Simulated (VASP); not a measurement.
# In (Pm-3m) in VASP: single point with PBEsol

Aim: the single point of In with PBEsol.

Program: VASP 6.6.1. These are calculated values, not measurements. Logs are shortened: lines on timing, memory, paths and dates and some standing lists are left out, and cuts for length are marked.

**1. The cell of the first run**

Symmetry: Pm-3m, No. 221, cubic system. Conventional cell: a = 4.551 Å, b = 4.551 Å, c = 4.551 Å, α = 90.00°, β = 90.00°, γ = 90.00°.

**2. Single point, PBEsol**

File INCAR:

```
PREC = Accurate
ENCUT = 500
EDIFF = 1E-6
ISMEAR = 1
SIGMA = 0.01
LREAL = False
LASPH = True
NELM = 120
ALGO = Normal
ISIF = 2
LWAVE = False
LCHARG = True
GGA = PS
LELF = True
LVHAR = True
NBANDS = 12
GGA_COMPAT = False
```

File KPOINTS:

```
Automatic mesh
0
Gamma
  5 5 5
```

File POSCAR:

```
In
1.0
    4.5506203700      0.0000000000      0.0000000000
    0.0000000000      4.5506203700      0.0000000000
    0.0000000000      0.0000000000      4.5506203700
In
1
Direct
    0.0000000000      0.0000000000      0.0000000000
```

Potentials or basis: VASP PAW PBE potentials, release 64 (In_d).

Started as:

```
cat potpaw_PBE.64/In_d/POTCAR > POTCAR
mpirun -np 1 vasp_std > vasp.out
```

OUTCAR:

```text
PREC = Accurate
   ENCUT = 500
   EDIFF = 1E-6
   ISMEAR = 1
   LREAL = False
   LASPH = True
   NELM = 120
   ISIF = 2
   GGA = PS

 ion  position               nearest neighbor table
   1  0.000  0.000  0.000-

  LATTYP: Found a simple cubic cell.
 ALAT       =     4.5506203700

  Lattice vectors:

 A1 = (   4.5506203700,   0.0000000000,   0.0000000000)
 A2 = (   0.0000000000,   4.5506203700,   0.0000000000)
 A3 = (   0.0000000000,   0.0000000000,   4.5506203700)

Analysis of symmetry for initial positions (statically):
=====================================================================
 Subroutine PRICEL returns:
 Original cell was already a primitive cell.

 Routine SETGRP: Setting up the symmetry group for a
 simple cubic supercell.

 Subroutine GETGRP returns: Found 48 space group operations
 (whereof 48 operations were pure point group operations)
 out of a pool of 48 trial point group operations.

The static configuration has the point symmetry O_h .

Analysis of symmetry for dynamics (positions and initial velocities):
=====================================================================
 Subroutine PRICEL returns:
 Original cell was already a primitive cell.

 Routine SETGRP: Setting up the symmetry group for a
 simple cubic supercell.

 Subroutine GETGRP returns: Found 48 space group operations
 (whereof 48 operations were pure point group operations)
 out of a pool of 48 trial point group operations.

The dynamic configuration has the point symmetry O_h .

 Subroutine INISYM returns: Found 48 space group operations
 (whereof 48 operations are pure point group operations),
 and found     1 'primitive' translations

----------------------------------------------------------------------------------------

                                     Primitive cell

  volume of cell :      94.2349

  direct lattice vectors                    reciprocal lattice vectors
     4.550620370  0.000000000  0.000000000     0.219750258  0.000000000  0.000000000
     0.000000000  4.550620370  0.000000000     0.000000000  0.219750258  0.000000000
     0.000000000  0.000000000  4.550620370     0.000000000  0.000000000  0.219750258

  length of vectors
     4.550620370  4.550620370  4.550620370     0.219750258  0.219750258  0.219750258

  position of ions in fractional coordinates (direct lattice)
     0.000000000  0.000000000  0.000000000

  ion indices of the primitive-cell ions
   primitive index   ion index
                 1           1

----------------------------------------------------------------------------------------

 KPOINTS: Automatic mesh

Automatic generation of k-mesh.
 Grid dimensions read from file:
 generate k-points for:    5    5    5

 Generating k-lattice:

  Cartesian coordinates                     Fractional coordinates (reciprocal lattice)
     0.043950052  0.000000000  0.000000000     0.200000000  0.000000000  0.000000000
     0.000000000  0.043950052  0.000000000     0.000000000  0.200000000  0.000000000
     0.000000000  0.000000000  0.043950052     0.000000000  0.000000000  0.200000000

  Length of vectors
     0.043950052  0.043950052  0.043950052

  Shift w.r.t. Gamma in fractional coordinates (k-lattice)
     0.000000000  0.000000000  0.000000000

 Subroutine IBZKPT returns following result:
 ===========================================

 Found     10 irreducible k-points:

 Following reciprocal coordinates:
            Coordinates               Weight
  0.000000  0.000000  0.000000      1.000000
  0.200000  0.000000  0.000000      6.000000
  0.400000  0.000000  0.000000      6.000000
  0.200000  0.200000  0.000000     12.000000
  0.400000  0.200000  0.000000     24.000000
  0.400000  0.400000  0.000000     12.000000
  0.200000  0.200000  0.200000      8.000000
  0.400000  0.200000  0.200000     24.000000
  0.400000  0.400000  0.200000     24.000000
  0.400000  0.400000  0.400000      8.000000
   k-points           NKPTS =     10   k-points in BZ     NKDIM =     10   number of bands    NBANDS=     12
   number of dos      NEDOS =    301   number of ions     NIONS =      1
   total plane-waves  NPLWV =  46656
   dimension x,y,z NGX =    36 NGY =   36 NGZ =   36
   dimension x,y,z NGXF=    72 NGYF=   72 NGZF=   72
   ions per type =               1
   NGX,Y,Z   is equivalent  to a cutoff of  13.15, 13.15, 13.15 a.u.
   NGXF,Y,Z  is equivalent  to a cutoff of  26.30, 26.30, 26.30 a.u.
 SYSTEM =  unknown system
   PREC   = accura    normal or accurate (medium, high low for compatibility)
   ISTART =      0    job   : 0-new  1-cont  2-samecut
   ICHARG =      2    charge: 1-file 2-atom 10-const
   ISPIN  =      1    spin polarized calculation?
   LNONCOLLINEAR =      F non collinear calculations
   LSORBIT =      F    spin-orbit coupling
   LASPH  =      T    aspherical Exc in radial PAW
   ENCUT  =  500.0 eV  36.75 Ry    6.06 a.u.   8.30  8.30  8.30*2*pi/ulx,y,z
   NELM   =    120;   NELMIN=  2; NELMDL= -5     # of ELM steps
   EDIFF  = 0.1E-05   stopping-criterion for ELM
   LREAL  =      F    real-space projection
   EDIFFG = 0.1E-04   stopping-criterion for IOM
   NSW    =      0    number of steps for IOM
   IBRION =     -1    ionic relax: 0-MD 1-quasi-New 2-CG
   NFREE  =      0    steps in history (QN), initial steepest desc. (CG)
   ISIF   =      2    stress and relaxation
   ISYM   =      2    0-nonsym 1-usesym 2-fastsym
   POTIM  = 0.5000    time-step for ionic-motion
   TEBEG  =    0.0;   TEEND  =   0.0 temperature during run
   PSTRESS=    0.0 pullay stress
   NELECT =      13.0000    total number of electrons
   NUPDOWN=      -1.0000    fix difference up-down
   EMIN   =  10.00;   EMAX   =-10.00  energy-range for DOS
   EFERMI =   0.00;   METHOD = LEGACY
   ISMEAR =     1;   SIGMA  =   0.01  broadening in eV -4-tet -1-fermi 0-gaus
   EFERMI_NEDOS =   21; number of points for ismear=-14 and -15
   IALGO  =     38    algorithm
   IMIX   =      4    mixing-type and parameters
     AMIX     =   0.40;   BMIX     =  1.00
     AMIX_MAG =   1.60;   BMIX_MAG =  1.00
  volume/ion in A,a.u.               =      94.23       635.93
  Fermi-wavevector in a.u.,A,eV,Ry     =   0.845899  1.598518  9.735590  0.715546
  Thomas-Fermi vector in A             =   1.961161
   LORBIT       =      0    0 simple, 1 ext, 2 COOP (PROOUT), +10 PAW based schemes
   GGA     = PS    functional components
   LHFCALC =     F    Hartree Fock is set to
   AEXX    =    0.0000 exact exchange contribution
   IVDW    =     0    specifies the selected vdW correction
   LEPSILON=     F    determine dielectric tensor
   LRPA    =     F    only Hartree local field effects (RPA)
 non-spin polarized calculation
 Methfessel and Paxton  Order N= 1 SIGMA  =   0.01
  energy-cutoff  :      500.00
  volume of cell :       94.23
 maximum number of plane-waves:      2408
 NGX is ok and might be reduce to    36
   NGX = 17   NGY = 17   NGZ = 17

 number of electron      13.0000007 magnetization

 Free energy of the ion-electron system (eV)
  ---------------------------------------------------
  ext. energy  EPLUGINS =         0.00000000
  ---------------------------------------------------
  free energy    TOTEN  =        -1.27923785 eV

  energy without entropy =       -1.27901715  energy(sigma->0) =       -1.27916428

 E-fermi :  -0.1989     XC(G=0):  -5.5435

 val. band max:       -0.2014401524   @ k =   0.4000   0.4000   0.0000
 cond. band min:      -0.1173470905   @ k =   0.4000   0.4000   0.0000
 fundamental gap:      0.0840930619
 Fermi energy:        -0.1988885976

 k-point     1 :       0.0000    0.0000    0.0000
  band No.  band energies     occupation
      1     -15.4475      2.00000
      2     -15.4475      2.00000
      3     -15.4297      2.00000
      4     -15.4297      2.00000
      5     -15.4297      2.00000
      6      -5.7983      2.00000
      7       2.1384      0.00000
      8       2.1384      0.00000
      9       2.1384      0.00000
     10       3.3646      0.00000
     11       5.2344      0.00000
     12       5.2344      0.00000

 k-point     2 :       0.2000    0.0000    0.0000
  band No.  band energies     occupation
      1     -15.4474      2.00000
      2     -15.4420      2.00000
      3     -15.4312      2.00000
      4     -15.4312      2.00000
      5     -15.4296      2.00000
      6      -5.6353      2.00000
      7       0.5772      0.00000
      8       2.2960      0.00000
      9       2.2960      0.00000
     10       4.0881      0.00000
     11       5.4803      0.00000
     12       6.7749      0.00000

 k-point     3 :       0.4000    0.0000    0.0000
  band No.  band energies     occupation
      1     -15.4471      2.00000
      2     -15.4335      2.00000
      3     -15.4335      2.00000
      4     -15.4331      2.00000
      5     -15.4295      2.00000
      6      -5.3108      2.00000
      7      -0.8205      2.00000
      8       2.5976      0.00000
      9       2.5976      0.00000
     10       4.9178      0.00000
     11       6.1174      0.00000
     12       6.5469      0.00000
[... 76 lines left out ...]
 k-point     9 :       0.4000    0.4000    0.2000
  band No.  band energies     occupation
      1     -15.4376      2.00000
      2     -15.4348      2.00000
      3     -15.4348      2.00000
      4     -15.4342      2.00000
      5     -15.4252      2.00000
      6      -4.7031      2.00000
      7      -0.0075     -0.00000
      8       0.0720      0.00000
      9       1.7514      0.00000
     10       3.5789      0.00000
     11       5.7992      0.00000
     12       6.0359      0.00000

 k-point    10 :       0.4000    0.4000    0.4000
  band No.  band energies     occupation
      1     -15.4374      2.00000
      2     -15.4374      2.00000
      3     -15.4374      2.00000
      4     -15.4251      2.00000
      5     -15.4251      2.00000
      6      -4.4144      2.00000
      7       0.3732      0.00000
      8       0.4594      0.00000
      9       0.4594      0.00000
     10       4.0348      0.00000
     11       4.5406      0.00000
     12       4.5406      0.00000

------------------------ aborting loop because EDIFF is reached ----------------------------------------

  FORCE on cell =-STRESS in cart. coord.  units (eV):
  Direction    XX          YY          ZZ          XY          YZ          ZX
  --------------------------------------------------------------------------------------
  -------------------------------------------------------------------------------------
  Total       -1.3115132     -1.3115132     -1.3115132      0.0000000     -0.0000000      0.0000000
  in kB      -22.2982825    -22.2982825    -22.2982825      0.0000000     -0.0000000      0.0000000
  external PRESSURE =     -22.2982825 kB  Pullay stress =       0.0000000 kB

 VOLUME and BASIS-vectors are now :
 -----------------------------------------------------------------------------
  energy-cutoff  :      500.00
  volume of cell :       94.23
      direct lattice vectors                 reciprocal lattice vectors
     4.550620370  0.000000000  0.000000000     0.219750258  0.000000000  0.000000000
     0.000000000  4.550620370  0.000000000     0.000000000  0.219750258  0.000000000
     0.000000000  0.000000000  4.550620370     0.000000000  0.000000000  0.219750258

 POSITION                                       TOTAL-FORCE (eV/Angst)
 -----------------------------------------------------------------------------------
      0.00000      0.00000      0.00000         0.000000      0.000000      0.000000
 -----------------------------------------------------------------------------------
    total drift:                                0.000000     -0.000000     -0.000000

  FREE ENERGIE OF THE ION-ELECTRON SYSTEM (eV)
  ---------------------------------------------------
  free  energy   TOTEN  =        -1.2792378522 eV

  energy  without entropy=       -1.2790171499  energy(sigma->0) =       -1.27916428
```

Run time: 4.8 s. Hardware: 1 thread of Intel Xeon Platinum 8481C at 2.70GHz (Sapphire Rapids), shared host; peak memory 0.19 GiB.

What came out:

| Quantity | Value |
| --- | --- |
| Free energy | -1.2792 eV |
| Pressure | -2.2 GPa |

Caveat: the PAW data sets were made with another functional, which shifts forces and pressure a little; spin-orbit coupling is left out, which moves the levels of the heavy elements.
